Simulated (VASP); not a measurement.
Runs of VASP 6.6.1 on NaCl. It takes space group Fm-3m (No. 225, cubic). The conventional cell has a = 5.786 Å, b = 5.786 Å, c = 5.786 Å, α = 90.00°, β = 90.00°, γ = 90.00°. Within 3.8 Å of Na (site symmetry m-3m) lie 6 Cl at 2.89 Å. Within 3.8 Å of Cl (site symmetry m-3m) lie 6 Na at 2.89 Å. 

| level | smearing | gap on the mesh (eV) | pressure (GPa) |
| --- | --- | --- | --- |
| r2SCAN | tetrahedron | 5.62 | -2.3 |
| r2SCAN | methfessel-paxton 0.0138 eV | 5.62 | -2.3 |
| r2SCAN | methfessel-paxton 0.1 eV | 5.62 | -2.3 |
| PBE | methfessel-paxton 0.0138 eV | (a) | -1.0 |

Alike in all rows: task single point; potentials or basis VASP PAW PBE potentials, release 64 (Na_pv, Cl); no spin polarisation; cell as given; k mesh 5 × 5 × 5; cutoff (eV) 520.

**Question.** Fill in the values left out.

**Answer.** (a) 4.83.

Caveats: the PAW data sets were made with another functional, which shifts forces and pressure a little (some runs).

